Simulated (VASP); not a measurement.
## InSb: single point with PBE

The system is InSb.

```
In Sb
1.0
     0.00000    3.31876    3.31876
     3.31876    0.00000    3.31876
     3.31876    3.31876    0.00000
In Sb
1 1
Direct
  0.00000 0.00000 0.00000
  0.25000 0.25000 0.25000
```

* Program: VASP 6.6.1
* Task: single point
* Functional: PBE
* Potentials or basis: VASP PAW PBE potentials, release 64 (In_d, Sb)
* Cutoff: 520 eV
* k mesh: 6 × 6 × 6
* Occupations: fermi-dirac, width 0.02 eV
* Spin: no spin polarisation
* Dipole correction: no
* Further INCAR settings: ALGO = Normal; EDIFF = 1e-06; NBANDS = 16

```yaml
Pressure: 0.0 GPa
Band_gap_on_the_k_mesh: zero (filled and empty bands touch)
```

Levels at points of the mesh, in eV from the Fermi level:
```tsv
k point	band 6	band 7	band 8	band 9	band 10	band 11	band 12	band 13
(0.00, 0.00, 0.00)	-10.29	-0.61	-0.01	-0.01	-0.01	2.95	2.95	2.95
(0.50, 0.00, 0.00)	-9.10	-5.32	-0.92	-0.92	0.40	3.78	3.78	6.10
(0.50, 0.50, 0.00)	-8.58	-5.64	-2.05	-2.05	1.34	1.45	7.71	7.71
```

It took 18 s on 1 thread of Intel(R) Xeon(R) Platinum 8488C (Sapphire Rapids), with other jobs on the host, peak memory 0.21 GiB.

Caveat: spin-orbit coupling is left out, which moves the levels of the heavy elements.
